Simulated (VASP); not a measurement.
Input of a VASP 6.6.1 run:

The input INCAR:

```
SYSTEM = HfAg2Sn2
  PREC = Accurate
  ENCUT = 520
  EDIFF = 1E-7
  ISMEAR = -1
  SIGMA = 0.1017
  LREAL = .False.
  LASPH = .True.
  NELM = 100
  ALGO = Normal
  ISIF = 2
  LWAVE = .False.
  LCHARG = .False.
  GGA = PE
  NBANDS = 38
```

File KPOINTS:

```
Automatic mesh
0
Gamma
  4 4 4
  0 0 0
```

Contents of POSCAR:

```
HfAg2Sn2
1.0
    0.0000000000      3.7651462110     -0.0000001649
    3.7651462110      0.0000000000     -0.0000001649
    1.8825727530      1.8825727530     -8.0482162192
Hf Sn Ag
1 2 2
Direct
    0.0000000000      0.0000000000      0.0000000000
    0.3968502639      0.3968502639      0.2062994721
    0.6031497361      0.6031497361      0.7937005279
    0.7500000000      0.2500000000      0.5000000000
    0.2500000000      0.7500000000      0.5000000000
```

Potentials or basis: VASP PAW PBE potentials, release 64 (Hf_pv, Sn_d, Ag).

Launch:

```sh
$ cat potpaw_PBE.64/Hf_pv/POTCAR potpaw_PBE.64/Sn_d/POTCAR potpaw_PBE.64/Ag/POTCAR > POTCAR
$ mpirun -np 1 vasp_std > vasp.out
```

Predict the pressure.

-0.2 GPa.

Predict the band gap on the k mesh.

zero (bands 30 and 31 overlap by 0.91 eV).

Stress tensor (GPa, compression positive):
```
-0.22  0.00  0.00
 0.00 -0.22  0.00
 0.00  0.00 -0.12
```

Caveat: the k points lie up to 0.43 Å⁻¹ apart, too coarse for converged energies and pressures of a metal; spin-orbit coupling is left out, which moves the levels of the heavy elements.
